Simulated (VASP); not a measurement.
Write the native input for VASP 6.6.1 that does the following.

- Task: single point
- Functional: PBE
- Potentials or basis: VASP PAW PBE potentials, release 64 (Au)
- Cutoff: 500 eV
- k mesh: 18 × 18 × 10
- Occupations: gaussian, width 0.15 eV
- Spin: no spin polarisation
- Dipole correction: no
- Further INCAR settings: ALGO = Normal; EDIFF = 1e-06; NBANDS = 18

The structure of Au lies in POSCAR:

```
Au
1.0
    2.9169619367      0.0000000000      0.0000000000
   -1.4584809683      2.5261631390      0.0000000000
    0.0000000000      0.0000000000      4.8900308251
Au
2
Direct
    0.1886622649      0.6666666667      0.7500000000
    0.8113377351      0.3333333333      0.2500000000
```

This cell differs from its parent crystal: atoms displaced along a vibrational mode.

One way to write it, as run:

INCAR

```
SYSTEM = Au
  ALGO = Normal
  EDIFF = 1E-6
  ENCUT = 500
  GGA = PE
  GGA_COMPAT = .FALSE.
  ISIF = 2
  ISMEAR = 0
  LASPH = .TRUE.
  LCHARG = .FALSE.
  LREAL = .FALSE.
  LWAVE = .FALSE.
  NBANDS = 18
  NELM = 120
  PREC = Accurate
  SIGMA = 0.15
```

KPOINTS

```
k-points
0
G
  18 18 10
  0 0 0
```

Potentials or basis: VASP PAW PBE potentials, release 64 (Au).

The run is started by

```bash
$ cat potpaw_PBE.64/Au/POTCAR > POTCAR
$ mpirun -np 1 vasp_std > vasp.out
```

It gave:

- Pressure: 4.5 GPa
- Largest force: 0.733 eV/Å
- Band gap on the k mesh: zero (bands 11 and 12 overlap by 5.55 eV)

Caveat: the cell differs from its parent crystal (atoms displaced along a vibrational mode); the cell stands under pressure; spin-orbit coupling is left out, which moves the levels of the heavy elements.

It took 7 min on 1 thread of Intel Xeon 8259CL (shared host), peak memory 0.56 GiB.
